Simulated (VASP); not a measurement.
NbRu, 2 atoms in the cell. It takes space group Pm-3m (No. 221, cubic). The conventional cell has a = 3.141 Å, b = 3.141 Å, c = 3.141 Å, α = 90.00°, β = 90.00°, γ = 90.00°. Within 3.6 Å of Nb (site symmetry m-3m) lie 8 Ru at 2.72 Å and 6 Nb at 3.14 Å. Ru (site symmetry m-3m) has 8 Nb at 2.72 Å and 6 Ru at 3.14 Å within 3.6 Å.  This cell differs from its parent crystal: volume scaled by 0.96.

| Item | Value |
| --- | --- |
| Program | VASP 6.6.1 |
| Task | single point |
| Functional | PBEsol |
| Potentials or basis | VASP PAW PBE potentials, release 64 (Nb_sv, Ru_pv) |
| Cutoff | 520 eV |
| k mesh | 11 × 11 × 11 |
| Occupations | fermi-dirac, width 0.03 eV |
| Spin | no spin polarisation |
| Dipole correction | no |
| Further INCAR settings | ALGO = Normal; EDIFF = 1e-06; NBANDS = 20 |

Potentials or basis: VASP PAW PBE potentials, release 64 (Nb_sv, Ru_pv).

The run is started by

```sh
$ cat potpaw_PBE.64/Nb_sv/POTCAR potpaw_PBE.64/Ru_pv/POTCAR > POTCAR
$ mpirun -np 1 vasp_std > vasp.out
```

Hardware: 1 thread of Intel Xeon 6975P-C, with other jobs on the host.

**Question.** Estimate the wall time of this run.

**Answer.** Wall time 14 s on 1 thread of Intel Xeon 6975P-C (shared host), peak memory 0.16 GiB. Counts: scf iterations 13, k points 56.
